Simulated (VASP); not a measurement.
Runs of VASP 6.6.1 on S. The structure is that of space group Im-3m (No. 229), or close to it. The cells are those of the table. This isn't the form of S at room conditions, which is orthorhombic, of S8 rings.

```tsv
task	cell	k mesh	gap on the mesh (eV)	pressure (GPa)
single point	a = 2.771 Å, angles 109.5°, 1 atom	10 × 10 × 10	none	-3.6
relaxation of cell and atoms	relaxed from a = 2.884 Å, angles 109.5°, 1 atom	9 × 9 × 9	none	0.1
single point	a = 2.734 Å, angles 109.5°, 1 atom	10 × 10 × 10	none	(a)
single point	a = 2.752 Å, angles 109.5°, 1 atom	9 × 9 × 9	none	-0.1
single point	a = 2.752 Å, angles 109.5°, 1 atom	10 × 10 × 10	none	-2.1
```

Alike in all rows: level PBE; potentials or basis VASP PAW PBE potentials, release 64 (S); no spin polarisation; cutoff (eV) 500; smearing gaussian 0.05 eV.

Problem. Estimate the missing entries.

Solution. (a) -0.5.

Caveats: the cell stands under tension (at least some runs).

A gap of «none» marks levels without a gap at the run's occupations.
